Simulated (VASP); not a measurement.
# BN (P4_2/mnm) in VASP: further runs

The runs below take BN through single point, with PBEsol.

Everything below comes from runs of VASP 6.6.1. Logs are shortened: lines on timing, memory, paths and dates and some standing lists are left out, and cuts for length are marked.

## Step 1: The cell of the first run

Symmetry: P4_2/mnm, No. 136, tetragonal system. The conventional cell has a = 4.365 Å, b = 4.365 Å, c = 2.690 Å, α = 90.00°, β = 90.00°, γ = 90.00°. B (site symmetry m2m) has 4 N at 1.58 to 1.59 Å within 2.1 Å. Within 2.1 Å of N (site symmetry m2m) lie 4 B at 1.58 to 1.59 Å.

## Step 2: Single point, PBEsol

INCAR

```
SYSTEM = BN
PREC     = Accurate       ! precision mode
ENCUT    = 520            ! plane-wave cutoff, eV
EDIFF    = 1E-6           ! SCF threshold, eV
ISMEAR   = 0              ! smearing method
SIGMA    = 0.05           ! smearing width, eV
LREAL    = .False.        ! projectors in reciprocal space
LASPH    = .True.         ! aspherical terms in the spheres
NELM     = 100            ! most SCF steps
ALGO     = Normal         ! electronic algorithm
ISIF     = 2              ! what is computed and relaxed
LWAVE    = .False.        ! write WAVECAR
LCHARG   = .False.        ! write CHGCAR
GGA      = PS             ! functional
NBANDS   = 26             ! bands
```

KPOINTS

```
Automatic mesh
0
Gamma
  6 6 10
  0 0 0
```

POSCAR

```
BN
1.0
    4.3652000000      0.0000000000      0.0000000000
    0.0000000000      4.3652000000      0.0000000000
    0.0000000000      0.0000000000      2.6903000000
B N
4 4
Direct
    0.1741337327      0.8258662673      0.5000000000
    0.3258662673      0.3258662673      0.0000000000
    0.6741337327      0.6741337327      0.0000000000
    0.8258662673      0.1741337327      0.5000000000
    0.8123909516      0.8123909516      0.5000000000
    0.3123909516      0.6876090484      0.0000000000
    0.6876090484      0.3123909516      0.0000000000
    0.1876090484      0.1876090484      0.5000000000
```

Potentials or basis: VASP PAW PBE potentials, release 64 (B, N).

Command:

```console
> cat potpaw_PBE.64/B/POTCAR potpaw_PBE.64/N/POTCAR > POTCAR
> mpirun -np 1 vasp_std > vasp.out
```

OUTCAR:

```text
SYSTEM = BN
   PREC = Accurate
   ENCUT = 520
   EDIFF = 1E-6
   ISMEAR = 0
   LREAL = .False.
   LASPH = .True.
   NELM = 100
   ISIF = 2
   GGA = PS

 ion  position               nearest neighbor table
   1  0.174  0.826  0.500-   5 1.58   8 1.58   6 1.59   6 1.59   4 2.15
   2  0.326  0.326  0.000-   6 1.58   7 1.58   8 1.59   8 1.59   3 2.15
   3  0.674  0.674  0.000-   6 1.58   7 1.58   5 1.59   5 1.59   2 2.15
   4  0.826  0.174  0.500-   5 1.58   8 1.58   7 1.59   7 1.59   1 2.15
   5  0.812  0.812  0.500-   1 1.58   4 1.58   3 1.59   3 1.59
   6  0.312  0.688  0.000-   2 1.58   3 1.58   1 1.59   1 1.59
   7  0.688  0.312  0.000-   2 1.58   3 1.58   4 1.59   4 1.59
   8  0.188  0.188  0.500-   1 1.58   4 1.58   2 1.59   2 1.59

  LATTYP: Found a simple tetragonal cell.
 ALAT       =     4.3652000000
 C/A-ratio  =     0.6163062403

  Lattice vectors:

 A1 = (   4.3652000000,   0.0000000000,   0.0000000000)
 A2 = (   0.0000000000,   4.3652000000,   0.0000000000)
 A3 = (   0.0000000000,   0.0000000000,   2.6903000000)

Analysis of symmetry for initial positions (statically):
=====================================================================
 Subroutine PRICEL returns:
 Original cell was already a primitive cell.

 Routine SETGRP: Setting up the symmetry group for a
 simple tetragonal supercell.

 Subroutine GETGRP returns: Found 16 space group operations
 (whereof  8 operations were pure point group operations)
 out of a pool of 16 trial point group operations.

The static configuration has the point symmetry D_2h.
 The point group associated with its full space group is D_4h.

Analysis of symmetry for dynamics (positions and initial velocities):
=====================================================================
 Subroutine PRICEL returns:
 Original cell was already a primitive cell.

 Routine SETGRP: Setting up the symmetry group for a
 simple tetragonal supercell.

 Subroutine GETGRP returns: Found 16 space group operations
 (whereof  8 operations were pure point group operations)
 out of a pool of 16 trial point group operations.

The dynamic configuration has the point symmetry D_2h.
 The point group associated with its full space group is D_4h.

 Subroutine INISYM returns: Found 16 space group operations
 (whereof  8 operations are pure point group operations),
 and found     1 'primitive' translations

----------------------------------------------------------------------------------------

                                     Primitive cell

  volume of cell :      51.2636

  direct lattice vectors                    reciprocal lattice vectors
     4.365200000  0.000000000  0.000000000     0.229084578  0.000000000  0.000000000
     0.000000000  4.365200000  0.000000000     0.000000000  0.229084578  0.000000000
     0.000000000  0.000000000  2.690300000     0.000000000  0.000000000  0.371705758

  length of vectors
     4.365200000  4.365200000  2.690300000     0.229084578  0.229084578  0.371705758

  position of ions in fractional coordinates (direct lattice)
     0.174133733  0.825866267  0.500000000
     0.325866267  0.325866267  0.000000000
     0.674133733  0.674133733  0.000000000
     0.825866267  0.174133733  0.500000000
     0.812390952  0.812390952  0.500000000
     0.312390952  0.687609048  0.000000000
     0.687609048  0.312390952  0.000000000
     0.187609048  0.187609048  0.500000000

  ion indices of the primitive-cell ions
   primitive index   ion index
                 1           1
                 2           2
                 3           3
                 4           4
                 5           5
                 6           6
                 7           7
                 8           8

----------------------------------------------------------------------------------------

 KPOINTS: Automatic mesh

Automatic generation of k-mesh.
 Grid dimensions read from file:
 generate k-points for:    6    6   10

 Generating k-lattice:

  Cartesian coordinates                     Fractional coordinates (reciprocal lattice)
     0.038180763  0.000000000  0.000000000     0.166666667  0.000000000  0.000000000
     0.000000000  0.038180763  0.000000000     0.000000000  0.166666667  0.000000000
     0.000000000  0.000000000  0.037170576     0.000000000  0.000000000  0.100000000

  Length of vectors
     0.038180763  0.038180763  0.037170576

  Shift w.r.t. Gamma in fractional coordinates (k-lattice)
     0.000000000  0.000000000  0.000000000

 Subroutine IBZKPT returns following result:
 ===========================================

 Found     60 irreducible k-points:

 Following reciprocal coordinates:
            Coordinates               Weight
  0.000000  0.000000  0.000000      1.000000
  0.166667  0.000000  0.000000      4.000000
  0.333333  0.000000  0.000000      4.000000
  0.500000  0.000000  0.000000      2.000000
  0.166667  0.166667  0.000000      4.000000
  0.333333  0.166667  0.000000      8.000000
[... 16 lines left out ...]
  0.333333  0.000000  0.200000      8.000000
  0.500000  0.000000  0.200000      4.000000
 [... further k-points ...]
   k-points           NKPTS =     60   k-points in BZ     NKDIM =     60   number of bands    NBANDS=     26
   number of dos      NEDOS =    301   number of ions     NIONS =      8
   total plane-waves  NPLWV =  20480
   dimension x,y,z NGX =    32 NGY =   32 NGZ =   20
   dimension x,y,z NGXF=    64 NGYF=   64 NGZF=   40
   ions per type =               4   4
   NGX,Y,Z   is equivalent  to a cutoff of  12.19, 12.19, 12.36 a.u.
   NGXF,Y,Z  is equivalent  to a cutoff of  24.37, 24.37, 24.72 a.u.
 SYSTEM =  BN
   PREC   = accura    normal or accurate (medium, high low for compatibility)
   ISTART =      0    job   : 0-new  1-cont  2-samecut
   ICHARG =      2    charge: 1-file 2-atom 10-const
   ISPIN  =      1    spin polarized calculation?
   LNONCOLLINEAR =      F non collinear calculations
   LSORBIT =      F    spin-orbit coupling
   LASPH  =      T    aspherical Exc in radial PAW
   ENCUT  =  520.0 eV  38.22 Ry    6.18 a.u.   8.12  8.12  5.00*2*pi/ulx,y,z
   NELM   =    100;   NELMIN=  2; NELMDL= -5     # of ELM steps
   EDIFF  = 0.1E-05   stopping-criterion for ELM
   LREAL  =      F    real-space projection
   EDIFFG = 0.1E-04   stopping-criterion for IOM
   NSW    =      0    number of steps for IOM
   IBRION =     -1    ionic relax: 0-MD 1-quasi-New 2-CG
   NFREE  =      0    steps in history (QN), initial steepest desc. (CG)
   ISIF   =      2    stress and relaxation
   ISYM   =      2    0-nonsym 1-usesym 2-fastsym
   POTIM  = 0.5000    time-step for ionic-motion
   TEBEG  =    0.0;   TEEND  =   0.0 temperature during run
   PSTRESS=    0.0 pullay stress
   NELECT =      32.0000    total number of electrons
   NUPDOWN=      -1.0000    fix difference up-down
   EMIN   =  10.00;   EMAX   =-10.00  energy-range for DOS
   EFERMI =   0.00;   METHOD = LEGACY
   ISMEAR =     0;   SIGMA  =   0.05  broadening in eV -4-tet -1-fermi 0-gaus
   EFERMI_NEDOS =   21; number of points for ismear=-14 and -15
   IALGO  =     38    algorithm
   IMIX   =      4    mixing-type and parameters
     AMIX     =   0.40;   BMIX     =  1.00
     AMIX_MAG =   1.60;   BMIX_MAG =  1.00
  volume/ion in A,a.u.               =       6.41        43.24
  Fermi-wavevector in a.u.,A,eV,Ry     =   1.399121  2.643955 26.633928  1.957538
  Thomas-Fermi vector in A             =   2.522211
   LORBIT       =      0    0 simple, 1 ext, 2 COOP (PROOUT), +10 PAW based schemes
   GGA     = PS    functional components
   LHFCALC =     F    Hartree Fock is set to
   AEXX    =    0.0000 exact exchange contribution
   IVDW    =     0    specifies the selected vdW correction
   LEPSILON=     F    determine dielectric tensor
   LRPA    =     F    only Hartree local field effects (RPA)
 non-spin polarized calculation
 Gauss-broadening in eV      SIGMA  =   0.05
  energy-cutoff  :      520.00
  volume of cell :       51.26
 maximum number of plane-waves:      1416
   NGX = 17   NGY = 17   NGZ = 11

 number of electron      32.0000002 magnetization

 Free energy of the ion-electron system (eV)
  ---------------------------------------------------
  ext. energy  EPLUGINS =         0.00000000
  ---------------------------------------------------
  free energy    TOTEN  =       -72.02118924 eV

  energy without entropy =      -72.02118924  energy(sigma->0) =      -72.02118924

 E-fermi :   6.8857     XC(G=0): -12.5312

 val. band max:        6.6108449438   @ k =   0.0000   0.0000   0.0000
 cond. band min:      11.1557448605   @ k =   0.0000   0.0000   0.3000
 fundamental gap:      4.5448999167
 Fermi energy:         6.8857413939

 k-point     1 :       0.0000    0.0000    0.0000
  band No.  band energies     occupation
      1     -13.2920      2.00000
      2      -9.1258      2.00000
      3      -9.0190      2.00000
      4      -9.0190      2.00000
      5      -2.6224      2.00000
      6      -2.4702      2.00000
[... 18 lines left out ...]
     25      16.7878      0.00000
     26      18.4299      0.00000

 k-point     2 :       0.1667    0.0000    0.0000
  band No.  band energies     occupation
      1     -13.1445      2.00000
      2     -10.0431      2.00000
      3      -8.9315      2.00000
      4      -8.4269      2.00000
      5      -2.9367      2.00000
      6      -1.9718      2.00000
[... 18 lines left out ...]
     25      17.6647      0.00000
     26      17.9911      0.00000

 k-point     3 :       0.3333    0.0000    0.0000
  band No.  band energies     occupation
      1     -12.7084      2.00000
      2     -11.0833      2.00000
      3      -8.6956      2.00000
      4      -8.2388      2.00000
      5      -3.1975      2.00000
      6      -2.1955      2.00000
[... 18 lines left out ...]
     25      16.9051      0.00000
     26      17.7720      0.00000

 k-point     4 :       0.5000    0.0000    0.0000
  band No.  band energies     occupation
      1     -12.0051      2.00000
      2     -12.0051      2.00000
      3      -8.4034      2.00000
      4      -8.4034      2.00000
      5      -2.9355      2.00000
      6      -2.9355      2.00000
[... 18 lines left out ...]
     25      16.7982      0.00000
     26      16.7982      0.00000

 k-point     5 :       0.1667    0.1667    0.0000
  band No.  band energies     occupation
      1     -12.9991      2.00000
      2     -10.2414      2.00000
      3      -9.2824      2.00000
      4      -8.2102      2.00000
      5      -2.9726      2.00000
      6      -1.7582      2.00000
[... 18 lines left out ...]
     25      17.9749      0.00000
     26      18.3188      0.00000

 k-point     6 :       0.3333    0.1667    0.0000
  band No.  band energies     occupation
      1     -12.5702      2.00000
      2     -11.0207      2.00000
      3      -9.1836      2.00000
      4      -8.3456      2.00000
      5      -2.8803      2.00000
      6      -1.6189      2.00000
[... 427 lines left out ...]
 k-point    21 :       0.0000    0.0000    0.2000
  band No.  band energies     occupation
      1     -12.7441      2.00000
      2      -8.9823      2.00000
      3      -8.6262      2.00000
      4      -8.6262      2.00000
      5      -2.6882      2.00000
      6      -1.8184      2.00000
[... 18 lines left out ...]
     25      18.7935      0.00000
     26      18.7983      0.00000

 k-point    22 :       0.1667    0.0000    0.2000
  band No.  band energies     occupation
      1     -12.6012      2.00000
      2      -9.6827      2.00000
      3      -8.5552      2.00000
      4      -8.2360      2.00000
      5      -2.6698      2.00000
      6      -1.4461      2.00000
[... 18 lines left out ...]
     25      18.1228      0.00000
     26      18.5412      0.00000

 k-point    23 :       0.3333    0.0000    0.2000
  band No.  band energies     occupation
      1     -12.1799      2.00000
      2     -10.6343      2.00000
      3      -8.3695      2.00000
      4      -8.0636      2.00000
      5      -2.7226      2.00000
      6      -1.9068      2.00000
[... 18 lines left out ...]
     25      17.8437      0.00000
     26      17.9519      0.00000

 k-point    24 :       0.5000    0.0000    0.2000
  band No.  band energies     occupation
      1     -11.5055      2.00000
      2     -11.5055      2.00000
      3      -8.1572      2.00000
      4      -8.1572      2.00000
      5      -2.5177      2.00000
      6      -2.5177      2.00000
[... 18 lines left out ...]
     25      18.0020      0.00000
     26      18.0045      0.00000

 [... further k-points ...]

------------------------ aborting loop because EDIFF is reached ----------------------------------------

  FORCE on cell =-STRESS in cart. coord.  units (eV):
  Direction    XX          YY          ZZ          XY          YZ          ZX
  --------------------------------------------------------------------------------------
  -------------------------------------------------------------------------------------
  Total        0.7773209      0.7773209    -15.3613446     -0.0000000      0.0000000      0.0000000
  in kB       24.2941618     24.2941618   -480.0990079     -0.0000000      0.0000000      0.0000000
  external PRESSURE =    -143.8368947 kB  Pullay stress =       0.0000000 kB

 VOLUME and BASIS-vectors are now :
 -----------------------------------------------------------------------------
  energy-cutoff  :      520.00
  volume of cell :       51.26
      direct lattice vectors                 reciprocal lattice vectors
     4.365200000  0.000000000  0.000000000     0.229084578  0.000000000  0.000000000
     0.000000000  4.365200000  0.000000000     0.000000000  0.229084578  0.000000000
     0.000000000  0.000000000  2.690300000     0.000000000  0.000000000  0.371705758

 POSITION                                       TOTAL-FORCE (eV/Angst)
 -----------------------------------------------------------------------------------
      0.76013      3.60507      1.34515         0.097870     -0.097870      0.000000
      1.42247      1.42247      0.00000        -0.097870     -0.097870      0.000000
      2.94273      2.94273      0.00000         0.097870      0.097870      0.000000
      3.60507      0.76013      1.34515        -0.097870      0.097870      0.000000
      3.54625      3.54625      1.34515        -0.352006     -0.352006      0.000000
      1.36365      3.00155      0.00000        -0.352006      0.352006     -0.000000
      3.00155      1.36365      0.00000         0.352006     -0.352006      0.000000
      0.81895      0.81895      1.34515         0.352006      0.352006     -0.000000
 -----------------------------------------------------------------------------------
    total drift:                                0.000000     -0.000000     -0.000000

  FREE ENERGIE OF THE ION-ELECTRON SYSTEM (eV)
  ---------------------------------------------------
  free  energy   TOTEN  =       -72.0211892435 eV

  energy  without entropy=      -72.0211892435  energy(sigma->0) =      -72.02118924
```

Wall time 36 s (1 thread of AMD EPYC 9R45 (Zen 5), shared host); peak memory 0.16 GiB.

Results:

| Quantity | Value |
| --- | --- |
| Free energy | -72.0212 eV |
| Pressure | -14.4 GPa |
| Largest force | 0.498 eV/Å |
| Band gap on the k mesh | 4.54 eV, indirect (least direct gap 5.11 eV) |

Forces in eV/Å, atoms in the order of the input:
```
B    0.098 -0.098  0.000
B   -0.098 -0.098  0.000
B    0.098  0.098  0.000
B   -0.098  0.098  0.000
N   -0.352 -0.352  0.000
N   -0.352  0.352  0.000
N    0.352 -0.352  0.000
N    0.352  0.352  0.000
```

Caveat: the PAW data sets were made with another functional, which shifts forces and pressure a little.

[end of part 1 of 2]
